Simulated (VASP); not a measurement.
The system is Pb.

```
Pb
1.0
     0.00000    2.47502    2.47502
     2.47502    0.00000    2.47502
     2.47502    2.47502    0.00000
Pb
1
Direct
  0.00000 0.00000 0.00000
```

- Program: VASP 6.6.1
- Task: relaxation of cell and atoms
- Functional: revPBE
- Potentials or basis: VASP PAW PBE potentials, release 64 (Pb_d)
- Cutoff: 600 eV
- k mesh: 9 × 9 × 9
- Occupations: fermi-dirac, width 0.05 eV
- Spin: no spin polarisation

At the start: pressure 3.4 GPa; volume 30.32 Å³/atom.

Task: Where does the relaxation end?

Result: Over 3 steps the energy falls by 23.9 meV/atom and the volume is 32.73 Å³/atom (+7.9 %); space group Fm-3m (No. 225, to 0.05 Å).

The path:
```csv
step,energy change (eV),largest force (eV/Å),pressure (GPa),volume (Å³)
1,0.0000,0.0000,3.42,30.32
2,-0.0230,0.0000,-0.56,33.25
3,-0.0239,0.0000,0.02,32.73
```

Final structure:
```yaml
crystal:
  lattice:
    - [0.00000, 2.53881, 2.53881]
    - [2.53881, 0.00000, 2.53881]
    - [2.53881, 2.53881, 0.00000]
  atoms:
    - { symbol: Pb, position: [0.00000, 0.00000, 0.00000] }
```

The cell as given is a measured one (30.32 Å³/atom); revPBE puts the equilibrium volume +7.9 % from it, thermal expansion not counted.

Caveat: the PAW data sets were made with another functional, which shifts forces and pressure a little.
